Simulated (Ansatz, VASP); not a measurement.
## Sr3Pt: VASP beside Ansatz

```
Sr Pt
1.0
     5.14373    0.00000    0.00000
     0.00000    5.14373    0.00000
     0.00000    0.00000    5.14373
Sr Pt
3 1
Direct
  0.00000 0.50000 0.50000
  0.50000 0.00000 0.50000
  0.50000 0.50000 0.00000
  0.00000 0.00000 0.00000
```

Change from the starting cell: species swapped into the SnPt3 type (Pm-3m, No. 221).

Alike in both runs: functional PBE; k mesh 10 × 10 × 10; occupations gaussian, width 0.1 eV; no spin polarisation.

Ansatz relaxed the structure, and its values are those at the end. VASP's run is a single point on that final structure, the one shown.

|  | VASP | Ansatz |
| --- | --- | --- |
| version | VASP 6.6.1 | Ansatz 0.2.0 |
| potentials or method | VASP PAW PBE potentials, release 64 (Sr_sv, Pt), cutoff 520 eV | scalar-relativistic, plane waves, PAW |
| valence electrons in the cell | 40 | 48 |

```csv
,VASP,Ansatz,Ansatz less VASP
gap on the k mesh at the Fermi level (eV),none,none,-
pressure (GPa),0.0,0.0,-0.06
```

A gap of «none» marks a metal or a gap that the smearing closes. VASP's potentials hold 40 valence electrons a cell and Ansatz's 48, so a difference there can come from the potentials and not from the codes.

Spin-orbit coupling is off throughout.
